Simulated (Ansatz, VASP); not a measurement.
# NaGeBr3: VASP beside Ansatz

Contents of INCAR:

```
SYSTEM = NaGeBr3
PREC = Accurate ; ENCUT = 520
EDIFF = 1E-6 ; ISMEAR = -1
SIGMA = 0.02 ; LREAL = .FALSE.
LASPH = .TRUE. ; NELM = 100
ALGO = Normal ; ISIF = 2
LWAVE = .FALSE. ; LCHARG = .TRUE.
GGA = PE ; LELF = .TRUE.
LVHAR = .TRUE. ; NBANDS = 29
```

The input KPOINTS:

```
Automatic mesh
0
G
  6 6 6
  0 0 0
```

Contents of POSCAR:

```
NaGeBr3
1.0
    5.5826774696      0.0000000000      0.0000000000
    0.0000000000      5.5826774696      0.0000000000
    0.0000000000      0.0000000000      5.4393332018
Na Ge Br
1 1 3
Direct
    0.0000000000      0.0000000000      0.0000000000
    0.5000000000      0.5000000000      0.5000000000
    0.5000000000      0.5000000000      0.0000000000
    0.5000000000      0.0000000000      0.5000000000
    0.0000000000      0.5000000000      0.5000000000
```

Input for Ansatz:

```yaml
crystal:
  lattice:
    - [5.5826774696, 0.0, 0.0]
    - [0.0, 5.5826774696, 0.0]
    - [0.0, 0.0, 5.4393332018]
  atoms:
    - { symbol: Na, position: [0.0, 0.0, 0.0] }
    - { symbol: Ge, position: [0.5, 0.5, 0.5] }
    - { symbol: Br, position: [0.5, 0.5, 0.0] }
    - { symbol: Br, position: [0.5, 0.0, 0.5] }
    - { symbol: Br, position: [0.0, 0.5, 0.5] }
kpoints:
  mp_grid: { grid: [6, 6, 6] }
  band_path:
    path: [[0.0, 0.0, 0.0], [0.0, 0.5, 0.0], [0.5, 0.5, 0.0], [0.5, 0.5, 0.5]]
    npoints: 1
hamiltonian:
  xc: pbe
scf:
  occupations: { method: fermi_dirac, width: 0.02 }
  n_extra_bands: 5
output:
  forces: true
  stress: true
  eigenvalues: true
  write_density: true
  write_potential: true
  elf: true
  volumetric_format: npy
```

Change from the starting cell: epitaxial_xy strain +2.0%.

Alike in both runs: task single point; functional PBE; k mesh 6 × 6 × 6; occupations fermi-dirac, width 0.02 eV; no spin polarisation.

|  | VASP | Ansatz |
| --- | --- | --- |
| version | VASP 6.6.1 | Ansatz 0.2.0 |
| potentials or method | VASP PAW PBE potentials, release 64 (Na_pv, Ge_d, Br) | plane waves, PAW |
| plane-wave cutoff (eV) | 520 | 420 |
| valence electrons in the cell | 42 | 44 |

```tsv
	VASP	Ansatz	Ansatz less VASP
pressure (GPa)	-0.3	-0.3	+0.01
traceless stress, the component that is largest in VASP (GPa)	0.72	0.72	-0.006
```

With one functional, cell and mesh, what is left measures potentials, basis and numerics. VASP's potentials hold 42 valence electrons a cell and Ansatz's 44, so a difference there can come from the potentials and not from the codes.
